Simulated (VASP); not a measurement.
A run of VASP 6.6.1 is set up as follows.

File INCAR:

```
SYSTEM = Si
PREC = Accurate
ENCUT = 520
EDIFF = 1E-6
ISMEAR = -1
SIGMA = 0.05
LREAL = Auto
LASPH = .True.
NELM = 100
ALGO = Normal
ISIF = 2
LWAVE = .False.
LCHARG = .True.
GGA = PS
LELF = .True.
LVHAR = .True.
NBANDS = 56
```

File KPOINTS:

```
regular mesh
0
Gamma
  6 4 1
  0 0 0
```

File POSCAR:

```
Si
1.0
    2.7163950000     -2.7163950000      0.0000000000
    0.0000000000      0.0000000000      5.4327900000
  -21.4161650000    -21.4161650000      0.0000000000
Si
20
Direct
    0.0004770000      0.0085990000      0.7241950000
    0.9992920000      0.9991410000      0.4684310000
    0.9995940000      0.0264800000      0.2076610000
    0.9980780000      0.2482870000      0.6594930000
    0.9997510000      0.2467200000      0.4046560000
    0.9986810000      0.0005110000      0.5956760000
    0.0002700000      0.9990700000      0.3408370000
    0.9997850000      0.2210860000      0.7926880000
    0.9991340000      0.2481540000      0.5319060000
    0.9982300000      0.2387180000      0.2761410000
    0.4978710000      0.4997260000      0.6586020000
    0.4997110000      0.4972130000      0.4053110000
    0.4987140000      0.7500090000      0.5950360000
    0.5004940000      0.7476660000      0.3417460000
    0.4997420000      0.4212090000      0.7671230000
    0.4990950000      0.4986160000      0.5318870000
    0.4982960000      0.4869060000      0.2788770000
    0.5004710000      0.7606370000      0.7214380000
    0.4993620000      0.7487400000      0.4684490000
    0.4996070000      0.8265530000      0.2332350000
```

Potentials or basis: VASP PAW PBE potentials, release 64 (Si).

The run is started by

```bash
$ cat potpaw_PBE.64/Si/POTCAR > POTCAR
$ mpirun -np 1 vasp_std > vasp.out
```

Predict the band gap on the k mesh.

zero (bands 40 and 41 overlap by 0.49 eV).

Predict the largest force.

0.043 eV/Å.

Forces on the atoms (eV/Å):
```
Si  -0.016 -0.011  0.019
Si  -0.002 -0.005 -0.021
Si   0.002  0.003 -0.025
Si   0.011  0.014  0.016
Si   0.001  0.006  0.019
Si   0.000 -0.008 -0.015
Si  -0.012 -0.019 -0.016
Si  -0.001  0.004  0.027
Si   0.002  0.006  0.024
Si   0.013  0.010 -0.009
Si   0.003 -0.025 -0.015
Si  -0.003 -0.005 -0.013
Si   0.006  0.005  0.018
Si  -0.001  0.024  0.011
Si  -0.011 -0.012 -0.040
Si  -0.003 -0.005 -0.019
Si  -0.012 -0.015  0.007
Si   0.005  0.015 -0.012
Si   0.003  0.007  0.015
Si   0.013  0.010  0.030
```

Caveat: there is no dipole correction, which matters where the two faces differ; the PAW data sets were made with another functional, which shifts forces and pressure a little.
